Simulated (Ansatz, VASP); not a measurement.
# CdS: VASP beside Ansatz

INCAR

```
ALGO = Normal
EDIFF = 1E-6
ENCUT = 540
GGA = PS
GGA_COMPAT = F
ISIF = 2
ISMEAR = 0
LASPH = T
LCHARG = F
LREAL = F
LWAVE = F
NBANDS = 20
NELM = 120
PREC = Accurate
SIGMA = 0.05
```

Contents of KPOINTS:

```
k-points
0
Gamma
  9 9 6
```

Contents of POSCAR:

```
CdS
1.0
    4.1279198581      0.0000000000      0.0000000000
   -2.0639599291      3.5748834619      0.0000000000
    0.0000000000      0.0000000000      6.1849396674
Cd S
1 1
Direct
    0.0000000000      0.0000000000      0.4426919200
    0.6666666667      0.3333333333      0.4343080800
```

Input for Ansatz:

```yaml
crystal:
  lattice:
    - [4.1279198581, 0.0, 0.0]
    - [-2.0639599291, 3.5748834619, 0.0]
    - [0.0, 0.0, 6.1849396674]
  atoms:
    - { symbol: Cd, position: [0.0, 0.0, 0.44269192] }
    - { symbol: S, position: [0.6666666667, 0.3333333333, 0.43430808] }
basis:
  ecutwfc: 420
kpoints:
  mp_grid: { grid: [9, 9, 6] }
hamiltonian:
  xc: pbesol
scf:
  occupations: { method: gaussian, width: 0.05 }
output:
  forces: true
  stress: true
  eigenvalues: true
```

Alike in both runs: task single point; functional PBEsol; k mesh 9 × 9 × 6; occupations gaussian, width 0.05 eV; no spin polarisation.

|  | VASP | Ansatz |
| --- | --- | --- |
| version | VASP 6.6.1 | Ansatz 0.2.0 |
| potentials or method | VASP PAW PBE potentials, release 64 (Cd_sv_GW, S), cutoff 540 eV | scalar-relativistic, plane waves, PAW |
| valence electrons in the cell | 26 | 26 |

Ansatz gave:

| Item | Value |
| --- | --- |
| gap on the k mesh at the Fermi level (eV) | 1.64 |
| least direct gap on the mesh (eV) | 1.64 |
| pressure (GPa) | 1.3 |
| traceless stress, the component that is largest in VASP (GPa) | -1.35 |
| rms of the force components (eV/Å) | 0.004 |

Problem. Estimate VASP's values.

Solution. gap on the k mesh at the Fermi level (eV): 1.63; least direct gap on the mesh (eV): 1.63; pressure (GPa): 0.8; traceless stress, the component that is largest in VASP (GPa): -1.36; rms of the force components (eV/Å): 0.004.

VASP's potentials were made for PBE, not for PBEsol. Atom by atom the forces differ by 0.001 eV/Å (rms over components).
